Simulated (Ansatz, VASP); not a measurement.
Te in VASP and in Ansatz

Contents of INCAR:

```
  PREC = Accurate
  ENCUT = 520
  EDIFF = 1E-6
  ISMEAR = -1
  SIGMA = 0.15
  LREAL = F
  LASPH = T
  NELM = 60
  ALGO = Normal
  ISIF = 2
  LWAVE = F
  LCHARG = F
  GGA = CA
  NBANDS = 9
```

File KPOINTS:

```
Automatic mesh
0
Gamma
  7 7 7
```

The input POSCAR:

```
Te
1.0
    2.3511292857      1.3574248251      1.7241183805
   -2.3511292857      1.3574248251      1.7241183805
    0.0000000000     -2.7148506698      1.7241183805
Te
1
Direct
    0.5000000000      0.5000000000      0.5000000000
```

Input for Ansatz:

```yaml
crystal:
  lattice:
    - [2.3511292856746784, 1.3574248250702106, 1.7241183805261364]
    - [-2.3511292856746784, 1.3574248250702106, 1.7241183805261364]
    - [0.0, -2.7148506697532433, 1.7241183805261364]
  atoms:
    - { symbol: Te, position: [0.5, 0.5, 0.5] }
basis:
  ecutwfc: 470.0
kpoints:
  mp_grid:
    grid: [7, 7, 7]
hamiltonian:
  xc: lda
scf:
  occupations:
    method: fermi_dirac
    width: 0.15
output:
  stress: true
```

Alike in both runs: task single point; functional LDA; k mesh 7 × 7 × 7; occupations fermi-dirac, width 0.15 eV; no spin polarisation.

|  | VASP | Ansatz |
| --- | --- | --- |
| version | VASP 6.6.1 | Ansatz 0.2.0 |
| potentials or method | VASP PAW LDA potentials, release 64 (Te), cutoff 520 eV | plane waves, PAW |
| valence electrons in the cell | 6 | 16 |

|  | VASP | Ansatz | Ansatz less VASP |
| --- | --- | --- | --- |
| pressure (GPa) | -4.0 | -4.1 | -0.03 |
| traceless stress, the component that is largest in VASP (GPa) | 0.63 | 0.65 | +0.021 |

LDA's correlation is that of Perdew and Zunger in VASP and of Perdew and Wang (1992) in Ansatz. VASP's potentials hold 6 valence electrons a cell and Ansatz's 16, so a difference there can come from the potentials and not from the codes.

Spin-orbit coupling is off throughout.
